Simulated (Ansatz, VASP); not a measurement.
Pt2W: VASP beside Ansatz

```
CELL_PARAMETERS angstrom
-1.38637 1.98220 4.15326
1.38637 -1.98220 4.15326
1.38637 1.98220 -4.15326
ATOMIC_POSITIONS crystal
Pt 0.66322 0.66322 0.00000
Pt 0.33678 0.33678 0.00000
W 0.00000 0.00000 0.00000
```

Alike in both runs: task single point; functional LDA; k mesh 14 × 14 × 14; occupations fermi-dirac, width 0.05 eV; no spin polarisation.

```csv
,VASP,Ansatz
version,VASP 6.6.1,Ansatz 0.2.0
potentials or method,"VASP PAW LDA potentials, release 64 (Pt, W_sv), cutoff 520 eV","all-electron LAPW, scalar-relativistic"
```

VASP gave:

```
pressure (GPa)                                                : -9.3
traceless stress, the component that is largest in VASP (GPa) : 0.64
rms of the force components (eV/Å)                            : 0.015
```

Question: What did Ansatz give for the same quantities?

Answer: Pressure (GPa): -10.4; traceless stress, the component that is largest in VASP (GPa): 0.65; rms of the force components (eV/Å): 0.024.

LDA's correlation is that of Perdew and Zunger in VASP and of Perdew and Wang (1992) in Ansatz. Atom by atom the forces differ by 0.009 eV/Å (rms over components). Ansatz ran all-electron here, and VASP with PAW potentials.

Spin-orbit coupling is off throughout.
